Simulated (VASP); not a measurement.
# TiO2 (P-3m1) in VASP: further runs, part 2 of 2

VASP 6.6.1.

**3. Relaxation of cell and atoms, r2SCAN+rVV10**

This run uses another cell than the first one, of 12.93 Å³/atom.

POSCAR reads:

```
TiO2
1.0
    2.9579872909      0.0000000029      0.0000000000
   -1.4789936480      2.5616921365      0.0000000000
    0.0000000000      0.0000000000      5.1179043118
Ti O
1 2
Direct
    0.0000000000      0.0000000000      0.0000000000
    0.6666666667      0.3333333333      0.8123356864
    0.3333333333      0.6666666667      0.1876643136
```

INCAR.step1 reads:

```
PREC = Accurate
ENCUT = 600
ISMEAR = -1
SIGMA = 0.03
LREAL = F
LASPH = T
NELM = 80
GGA = PE
ALGO = Normal
EDIFF = 1E-4
LWAVE = T
LCHARG = F
```

INCAR.step2 reads:

```
PREC = Accurate
ENCUT = 600
EDIFF = 1E-7
ISMEAR = -1
SIGMA = 0.03
LREAL = F
LASPH = T
NELM = 80
ALGO = Normal
ISIF = 3
LWAVE = F
LCHARG = F
METAGGA = R2SCAN
LMIXTAU = T
LUSE_VDW = T
IVDW_NL = 2
BPARAM = 11.95
CPARAM = 0.0093
IBRION = 2
NSW = 100
EDIFFG = -0.01
ISTART = 1
```

KPOINTS reads:

```
regular mesh
0
Gamma
  12 12 4
```

Potentials or basis: VASP PAW PBE potentials, release 64 (Ti_sv, O).

Started as:

```console
cat potpaw_PBE.64/Ti_sv/POTCAR potpaw_PBE.64/O/POTCAR > POTCAR
cp INCAR.step1 INCAR
mpirun -np 1 vasp_std > vasp.out
cp INCAR.step2 INCAR
mpirun -np 1 vasp_std > vasp.out
```

OUTCAR:

```text
PREC = Accurate
   ENCUT = 600
   EDIFF = 1E-7
   ISMEAR = -1
   LREAL = F
   LASPH = T
   NELM = 80
   ISIF = 3
   METAGGA = R2SCAN
   IVDW_NL = 2
   BPARAM = 11.95
   IBRION = 2
   NSW = 100
   EDIFFG = -0.01
   ISTART = 1

 ion  position               nearest neighbor table
   1  0.000  0.000  0.000-   2 1.96   3 1.96   3 1.96   2 1.96   2 1.96   3 1.96
   2  0.667  0.333  0.812-   1 1.96   1 1.96   1 1.96
   3  0.333  0.667  0.188-   1 1.96   1 1.96   1 1.96

  LATTYP: Found a hexagonal cell.
 ALAT       =     2.9579872909
 C/A-ratio  =     1.7301982086

  Lattice vectors:

 A1 = (   2.9579872909,   0.0000000029,   0.0000000000)
 A2 = (  -1.4789936480,   2.5616921365,   0.0000000000)
 A3 = (   0.0000000000,   0.0000000000,   5.1179043118)

Analysis of symmetry for initial positions (statically):
=====================================================================
 Subroutine PRICEL returns:
 Original cell was already a primitive cell.

 Routine SETGRP: Setting up the symmetry group for a
 hexagonal supercell.

 Subroutine GETGRP returns: Found 12 space group operations
 (whereof 12 operations were pure point group operations)
 out of a pool of 24 trial point group operations.

The static configuration has the point symmetry D_3d.

Analysis of symmetry for dynamics (positions and initial velocities):
=====================================================================
 Subroutine PRICEL returns:
 Original cell was already a primitive cell.

 Routine SETGRP: Setting up the symmetry group for a
 hexagonal supercell.

 Subroutine GETGRP returns: Found 12 space group operations
 (whereof 12 operations were pure point group operations)
 out of a pool of 24 trial point group operations.

The dynamic configuration has the point symmetry D_3d.

 Subroutine INISYM returns: Found 12 space group operations
 (whereof 12 operations are pure point group operations),
 and found     1 'primitive' translations

----------------------------------------------------------------------------------------

                                     Primitive cell

  volume of cell :      38.7807

  direct lattice vectors                    reciprocal lattice vectors
     2.957987291  0.000000003  0.000000000     0.338067713  0.195183486  0.000000000
    -1.478993648  2.561692137  0.000000000    -0.000000000  0.390366971  0.000000000
     0.000000000  0.000000000  5.117904312     0.000000000  0.000000000  0.195392477

  length of vectors
     2.957987291  2.957987291  5.117904312     0.390366971  0.390366971  0.195392477

  position of ions in fractional coordinates (direct lattice)
     0.000000000  0.000000000  0.000000000
     0.666666667  0.333333333  0.812335686
     0.333333333  0.666666667  0.187664314

  ion indices of the primitive-cell ions
   primitive index   ion index
                 1           1
                 2           2
                 3           3

----------------------------------------------------------------------------------------

[... 57 lines left out ...]
   NGX,Y,Z   is equivalent  to a cutoff of  13.49, 13.49, 13.64 a.u.
   NGXF,Y,Z  is equivalent  to a cutoff of  26.98, 26.98, 27.29 a.u.
 SYSTEM =  unknown system
   PREC   = accura    normal or accurate (medium, high low for compatibility)
   ISTART =      1    job   : 0-new  1-cont  2-samecut
   ICHARG =      0    charge: 1-file 2-atom 10-const
   ISPIN  =      1    spin polarized calculation?
   LNONCOLLINEAR =      F non collinear calculations
   LSORBIT =      F    spin-orbit coupling
   LASPH  =      T    aspherical Exc in radial PAW
   ENCUT  =  600.0 eV  44.10 Ry    6.64 a.u.   5.91  5.91 10.22*2*pi/ulx,y,z
   NELM   =     80;   NELMIN=  2; NELMDL=  0     # of ELM steps
   EDIFF  = 0.1E-06   stopping-criterion for ELM
   LREAL  =      F    real-space projection
   EDIFFG = -.1E-01   stopping-criterion for IOM
   NSW    =    100    number of steps for IOM
   IBRION =      2    ionic relax: 0-MD 1-quasi-New 2-CG
   NFREE  =      1    steps in history (QN), initial steepest desc. (CG)
   ISIF   =      3    stress and relaxation
   ISYM   =      2    0-nonsym 1-usesym 2-fastsym
   POTIM  = 0.5000    time-step for ionic-motion
   TEBEG  =    0.0;   TEEND  =   0.0 temperature during run
   PSTRESS=    0.0 pullay stress
   NELECT =      24.0000    total number of electrons
   NUPDOWN=      -1.0000    fix difference up-down
   EMIN   =  10.00;   EMAX   =-10.00  energy-range for DOS
   EFERMI =   0.00;   METHOD = LEGACY
   ISMEAR =    -1;   SIGMA  =   0.03  broadening in eV -4-tet -1-fermi 0-gaus
   EFERMI_NEDOS =   21; number of points for ismear=-14 and -15
   IALGO  =     38    algorithm
   IMIX   =      4    mixing-type and parameters
     AMIX     =   0.40;   BMIX     =  1.00
     AMIX_MAG =   1.60;   BMIX_MAG =  1.00
  volume/ion in A,a.u.               =      12.93        87.23
  Fermi-wavevector in a.u.,A,eV,Ry     =   1.395105  2.636365 26.481249  1.946317
  Thomas-Fermi vector in A             =   2.518589
   LORBIT       =      0    0 simple, 1 ext, 2 COOP (PROOUT), +10 PAW based schemes
   METAGGA = R2SCAN    functional components
   LHFCALC =     F    Hartree Fock is set to
   AEXX    =    0.0000 exact exchange contribution
   IVDW_NL    =     2    kernel type
   BPARAM     =11.9500
   IVDW    =     0    specifies the selected vdW correction
   LEPSILON=     F    determine dielectric tensor
   LRPA    =     F    only Hartree local field effects (RPA)
 conjugate gradient relaxation of ions
 non-spin polarized calculation
  energy-cutoff  :      600.00
  volume of cell :       38.78
 maximum number of plane-waves:      1311
   NGX = 11   NGY = 11   NGZ = 21

--------------------------------------- Ionic step        1  -------------------------------------------

 number of electron      23.9999998 magnetization

 Free energy of the ion-electron system (eV)
  ---------------------------------------------------
  ext. energy  EPLUGINS =         0.00000000
  ---------------------------------------------------
  free energy    TOTEN  =       -33.71293410 eV

  energy without entropy =      -33.71293410  energy(sigma->0) =      -33.71293410

------------------------ aborting loop because EDIFF is reached ----------------------------------------

  FORCE on cell =-STRESS in cart. coord.  units (eV):
  Direction    XX          YY          ZZ          XY          YZ          ZX
  --------------------------------------------------------------------------------------
  -------------------------------------------------------------------------------------
  Total        0.6806122      0.6806122     -0.2279057     -0.0000000      0.0000000      0.0000000
  in kB       28.1186809     28.1186809     -9.4156493     -0.0000000      0.0000000      0.0000000
  external PRESSURE =      15.6072375 kB  Pullay stress =       0.0000000 kB
[... 92 lines left out ...]
  FREE ENERGIE OF THE ION-ELECTRON SYSTEM (eV)
  ---------------------------------------------------
  free  energy   TOTEN  =       -33.7170655041 eV

  energy  without entropy=      -33.7170655041  energy(sigma->0) =      -33.71706550

[... ionic steps 4 to 11 ...]

--------------------------------------- Ionic step       12  -------------------------------------------

 number of electron      24.0000008 magnetization

------------------------ aborting loop because EDIFF is reached ----------------------------------------
[... 69 lines left out ...]
--------------------------------------- Ionic step       14  -------------------------------------------

 number of electron      24.0000006 magnetization

 Free energy of the ion-electron system (eV)
  ---------------------------------------------------
  ext. energy  EPLUGINS =         0.00000000
  ---------------------------------------------------
  free energy    TOTEN  =       -33.76541822 eV

  energy without entropy =      -33.76541822  energy(sigma->0) =      -33.76541822

 E-fermi :   3.5328     XC(G=0): -11.4637

 val. band max:        2.8913672199   @ k =   0.0833   0.0833   0.0000
 cond. band min:       5.7966569045   @ k =   0.0000   0.0000   0.5000
 fundamental gap:      2.9052896846
 Fermi energy:         3.5327646133

 k-point     1 :       0.0000    0.0000    0.0000
  band No.  band energies     occupation
      1     -55.8256      2.00000
      2     -31.0453      2.00000
      3     -30.7628      2.00000
      4     -30.7628      2.00000
      5     -15.9400      2.00000
      6     -13.9080      2.00000
[... 433 lines left out ...]
      3     -30.9264      2.00000
      4     -30.7928      2.00000
      5     -15.5130      2.00000
      6     -14.2059      2.00000
[... 8 lines left out ...]
     15       7.4619      0.00000
     16       9.3546      0.00000

 [... further k-points ...]
[... 5 lines left out ...]
  --------------------------------------------------------------------------------------
  -------------------------------------------------------------------------------------
  Total       -0.0018473     -0.0018473      0.0150726      0.0000000     -0.0000000     -0.0000000
  in kB       -0.0861837     -0.0861837      0.7031964      0.0000000     -0.0000000     -0.0000000
  external PRESSURE =       0.1769430 kB  Pullay stress =       0.0000000 kB
[... 18 lines left out ...]
  FREE ENERGIE OF THE ION-ELECTRON SYSTEM (eV)
  ---------------------------------------------------
  free  energy   TOTEN  =       -33.7654182246 eV

  energy  without entropy=      -33.7654182246  energy(sigma->0) =      -33.76541822

 reached required accuracy - stopping structural energy minimisation
```

Run time: 25 min. Hardware: 1 thread of Intel Xeon 6975P-C (Granite Rapids), shared host; peak memory 0.32 GiB.

What came out:

```
Free energy                           : -33.7654 eV
Relaxed volume                        : 11.45 Å³/atom
Relaxed cell                          : a = 2.974 Å, b = 2.974 Å, c = 4.482 Å, α = 90.00°, β = 90.00°, γ = 120.00°
Space group after relaxing (to 0.1 Å) : P-3m1 (No. 164)
Energy gained by relaxing             : 17.5 meV/atom
Ionic steps                           : 14
Pressure after relaxing               : 0.0 GPa
Largest force after relaxing          : 0.003 eV/Å
Band gap on the k mesh                : 2.91 eV (least direct gap 3.03 eV)
```

Forces in eV/Å, atoms in the order of the input:
```
Ti   0.000  0.000  0.000
O    0.000  0.000  0.003
O    0.000  0.000 -0.003
```

The path:
```tsv
step	energy change (eV)	largest force (eV/Å)	pressure (GPa)	volume (Å³)
1	0.0000	0.1500	1.56	38.78
2	0.0011	0.2107	-3.70	39.49
3	-0.0041	0.0232	-0.97	39.11
4	-0.0079	0.0968	-0.77	38.90
5	-0.0099	0.2498	-0.50	38.62
6	-0.0129	0.2451	-0.52	38.40
7	-0.0217	0.2355	-0.53	37.75
8	-0.0374	0.2344	-0.32	36.44
9	-0.0457	0.2712	1.41	33.83
10	-0.0479	0.2829	0.84	34.60
11	-0.0431	0.4122	-3.75	34.53
12	-0.0514	0.0092	-0.99	34.57
13	-0.0512	0.0163	1.11	34.10
14	-0.0525	0.0031	0.02	34.34
```

Final structure:
```yaml
crystal:
  lattice:
    - [2.97444, 0.00000, 0.00000]
    - [-1.48722, 2.57594, 0.00000]
    - [0.00000, 0.00000, 4.48210]
  atoms:
    - { symbol: Ti, position: [0.00000, 0.00000, 0.00000] }
    - { symbol: O, position: [0.66667, 0.33333, 0.78639] }
    - { symbol: O, position: [0.33333, 0.66667, 0.21361] }
```

Caveat: the PAW data sets were made with another functional, which shifts forces and pressure a little. A k mesh can miss the band edges.
